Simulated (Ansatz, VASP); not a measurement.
KF in VASP and in Ansatz

The input INCAR:

```
  ALGO = Normal
  EDIFF = 1E-6
  ENCUT = 520
  GGA = PE
  ISIF = 2
  ISMEAR = 0
  LASPH = T
  LCHARG = F
  LREAL = F
  LWAVE = F
  NBANDS = 15
  NELM = 100
  PREC = Accurate
  SIGMA = 0.05
```

File KPOINTS:

```
k-points
0
Gamma
  8 8 8
```

File POSCAR:

```
KF
1.0
    0.0000000000      2.7105354767      2.3039551552
    2.8528385892      0.0000000000      2.3039551552
    2.8528385892      2.7105354767      0.0000000000
K F
1 1
Direct
    0.0000000000      0.0000000000      0.0000000000
    0.5000000000      0.5000000000      0.5000000000
```

Input for Ansatz:

```yaml
crystal:
  lattice:
    - [0.0, 2.7105354767, 2.3039551552]
    - [2.8528385892, 0.0, 2.3039551552]
    - [2.8528385892, 2.7105354767, 0.0]
  atoms:
    - { symbol: K, position: [0.0, 0.0, 0.0] }
    - { symbol: F, position: [0.5, 0.5, 0.5] }
basis:
  ecutwfc: 520.0
kpoints:
  mp_grid: { grid: [8, 8, 8] }
hamiltonian:
  xc: pbe
scf:
  occupations: { method: gaussian, width: 0.05 }
output:
  forces: true
  stress: true
  eigenvalues: true
```

Change from the starting cell: normal strain along x +0.0525, normal strain along z -0.1500.

Alike in both runs: task single point; functional PBE; k mesh 8 × 8 × 8; occupations gaussian, width 0.05 eV; no spin polarisation.

|  | VASP | Ansatz |
| --- | --- | --- |
| version | VASP 6.6.1 | Ansatz 0.2.0 |
| potentials or method | VASP PAW PBE potentials, release 64 (K_sv, F), cutoff 520 eV | scalar-relativistic, plane waves, PAW |
| valence electrons in the cell | 16 | 16 |

Ansatz gave:

```
gap on the k mesh at the Fermi level (eV)                     : 5.84
least direct gap on the mesh (eV)                             : 5.85
pressure (GPa)                                                : 8.9
traceless stress, the component that is largest in VASP (GPa) : 15.45
```

Problem. Which values does VASP return?

Solution. gap on the k mesh at the Fermi level (eV): 5.82; least direct gap on the mesh (eV): 5.83; pressure (GPa): 9.2; traceless stress, the component that is largest in VASP (GPa): 16.06.

With one functional, cell and mesh, what is left measures potentials, basis and numerics.
